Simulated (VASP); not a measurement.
V, 2 atoms in the cell. Symmetry: P6_3/mmc, No. 194, hexagonal system. The conventional cell has a = 2.470 Å, b = 2.470 Å, c = 4.001 Å, α = 90.00°, β = 90.00°, γ = 120.00°. Within 3.2 Å of V (site symmetry -6m2) lie 12 V at 2.46 to 2.47 Å. This isn't the form of V at room conditions, which is bcc.

| Item | Value |
| --- | --- |
| Program | VASP 6.6.1 |
| Task | relaxation of cell and atoms |
| Functional | PBE |
| Potentials or basis | VASP PAW PBE potentials, release 64 (V_sv) |
| Cutoff | 600 eV |
| k mesh | 18 × 18 × 10 |
| Occupations | fermi-dirac, width 0.1 eV |
| Spin | no spin polarisation |
| Target pressure | 69 GPa |
| Dipole correction | no |
| Further INCAR settings | ALGO = Normal; EDIFF = 1e-07; IBRION = 2; EDIFFG = -0.005; NSW = 60; ISIF = 3 |

Potentials or basis: VASP PAW PBE potentials, release 64 (V_sv).

Run with:

```sh
$ cat potpaw_PBE.64/V_sv/POTCAR > POTCAR
$ mpirun -np 1 vasp_std > vasp.out
```

Hardware: 1 thread of Intel Xeon 8259CL (shared host).

Task: Estimate the wall time of this run.

Result: Run time: 16 min on 1 thread of Intel Xeon 8259CL, with other jobs on the host, peak memory 0.22 GiB. Counts: scf iterations 100, k points 222, ion steps 11.
